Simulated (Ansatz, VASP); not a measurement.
**ZrF: VASP beside Ansatz**

INCAR

```
ALGO     = Normal         # electronic algorithm
EDIFF    = 1E-7           # SCF threshold, eV
EDIFFG   = -0.04          # ionic threshold
ENCUT    = 910            # plane-wave cutoff, eV
GGA      = PE             # functional
GGA_COMPAT= F            
IBRION   = 2              # ionic algorithm
ISIF     = 3              # what is computed and relaxed
ISMEAR   = 0              # smearing method
LASPH    = T              # aspherical terms in the spheres
LCHARG   = F              # write CHGCAR
LREAL    = F              # projectors in reciprocal space
LWAVE    = F              # write WAVECAR
NELM     = 120            # most SCF steps
NELMIN   = 4            
NSW      = 90             # ionic steps
PREC     = Accurate       # precision mode
SIGMA    = 0.1            # smearing width, eV
```

Contents of KPOINTS:

```
k-points
0
Gamma
  8 8 4
```

POSCAR

```
ZrF
1.0
    1.4702465500     -2.0800399700      0.0000000000
    1.4702465500      2.0800399700      0.0000000000
    0.0000000000      0.0000000000      4.1768328700
Zr F
1 1
Direct
    0.5000000000      0.5000000000      0.5000000000
    0.0000000000      0.0000000000      0.0000000000
```

Input for Ansatz:

```yaml
crystal:
  lattice:
    - [1.47024655, -2.08003997, 0.0]
    - [1.47024655, 2.08003997, 0.0]
    - [0.0, 0.0, 4.17683287]
  atoms:
    - { symbol: Zr, position: [0.5, 0.5, 0.5] }
    - { symbol: F, position: [0.0, 0.0, 0.0] }
basis:
  ecutwfc: 420
kpoints:
  mp_grid: { grid: [8, 8, 4] }
hamiltonian:
  xc: pbe
scf:
  occupations: { method: gaussian, width: 0.1 }
  lower_state_search: "off"
output:
  forces: true
  stress: true
  eigenvalues: true
relax:
  adjacent_minimum: "off"
  f_tol: 0.04
  max_steps: 70
  cell: { stress_tol: 0.4 }
```

Change from the starting cell: species swapped into the MoW type (Cmmm, No. 65).

Alike in both runs: task relaxation of cell and atoms; functional PBE; k mesh 8 × 8 × 4; occupations gaussian, width 0.1 eV; no spin polarisation.

|  | VASP | Ansatz |
| --- | --- | --- |
| version | VASP 6.6.1 | Ansatz 0.2.0 |
| potentials or method | VASP PAW PBE potentials, release 64 (Zr_sv, F_h), cutoff 910 eV | scalar-relativistic, plane waves, PAW |
| valence electrons in the cell | 19 | 19 |

```tsv
	VASP	Ansatz	Ansatz less VASP
gap on the k mesh at the Fermi level, each at its own relaxed structure (eV)	none	none	-
relaxed volume (Å³/atom)	14.32	16.27	+1.948
relaxed cell length with the largest relative difference (Å)	2.988	3.358	+0.3702
```

A gap of «none» marks a metal or a gap that the smearing closes. One of these differences is far larger than is usual between the two programs; its cause wasn't traced.

The k mesh is coarse, so the values compare programs but aren't converged. Noted on VASP's run: the cutoff is short for stress, so the pressure is rough.
